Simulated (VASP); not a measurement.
Wanted: the native input for a VASP 6.6.1 run.

```yaml
Task: single point
Functional: B3LYP
Potentials_or_basis: VASP PAW PBE potentials, release 64 (Hf_pv)
Cutoff: 520 eV
k_mesh: 5 × 5 × 5
Occupations: fermi-dirac, width 0.05 eV
Spin: no spin polarisation
Dipole_correction: no
Grid_for_exact_exchange_PRECFOCK: Normal
Further_INCAR_settings: ALGO = Normal; EDIFF = 1e-06; NBANDS = 11
```

The system is Hf.

```
Hf
1.0
     2.95155    0.00000    0.00000
     0.00000    2.95155    0.00000
     0.00000    0.00000    2.95155
Hf
1
Direct
  0.50000 0.50000 0.50000
```

These files were run (other wordings do the same):

POSCAR

```
Hf
1.0
    2.9515518811      0.0000000000      0.0000000000
    0.0000000000      2.9515518811      0.0000000000
    0.0000000000      0.0000000000      2.9515518811
Hf
1
Direct
    0.5000000000      0.5000000000      0.5000000000
```

INCAR.step1

```
SYSTEM = Hf
ALGO     = Normal         ! electronic algorithm
EDIFF    = 1E-5           ! SCF threshold, eV
ENCUT    = 520            ! plane-wave cutoff, eV
GGA      = PE             ! functional
ISIF     = 2              ! what is computed and relaxed
ISMEAR   = -1             ! smearing method
LASPH    = .TRUE.         ! aspherical terms in the spheres
LCHARG   = .FALSE.        ! write CHGCAR
LREAL    = .FALSE.        ! projectors in reciprocal space
LWAVE    = .TRUE.         ! write WAVECAR
NBANDS   = 11             ! bands
NELM     = 60             ! most SCF steps
PREC     = Accurate       ! precision mode
SIGMA    = 0.05           ! smearing width, eV
```

INCAR.step2

```
SYSTEM = Hf
AEXX     = 0.2            ! exact-exchange fraction
AGGAC    = 0.81         
AGGAX    = 0.72         
ALDAC    = 0.19         
ALGO     = Normal         ! electronic algorithm
EDIFF    = 1E-6           ! SCF threshold, eV
ENCUT    = 520            ! plane-wave cutoff, eV
GGA      = B3             ! functional
ISIF     = 2              ! what is computed and relaxed
ISMEAR   = -1             ! smearing method
ISTART   = 1            
LASPH    = .TRUE.         ! aspherical terms in the spheres
LCHARG   = .FALSE.        ! write CHGCAR
LHFCALC  = .TRUE.         ! exact exchange
LREAL    = .FALSE.        ! projectors in reciprocal space
LWAVE    = .FALSE.        ! write WAVECAR
NBANDS   = 11             ! bands
NELM     = 60             ! most SCF steps
PREC     = Accurate       ! precision mode
PRECFOCK = Normal       
SIGMA    = 0.05           ! smearing width, eV
```

KPOINTS

```
k-points
0
G
  5 5 5
  0 0 0
```

Potentials or basis: VASP PAW PBE potentials, release 64 (Hf_pv).

The run is started by

```console
$ cat potpaw_PBE.64/Hf_pv/POTCAR > POTCAR
$ cp INCAR.step1 INCAR
$ mpirun -np 1 vasp_std > vasp.out
$ cp INCAR.step2 INCAR
$ mpirun -np 1 vasp_std > vasp.out
```

It gave:

The pressure is -1.0 GPa. The band gap on the k mesh is zero (band 5 reaches 4.37 eV, above the bottom of band 6 at 1.80 eV).

Caveat: the k points lie up to 0.43 Å⁻¹ apart; the PAW data sets were made with another functional, which shifts forces and pressure a little; spin-orbit coupling is left out, which moves the levels of the heavy elements.

It took 100 s on 1 thread of Intel(R) Xeon(R) 6975P-C (Granite Rapids), on a shared host, peak memory 0.15 GiB.
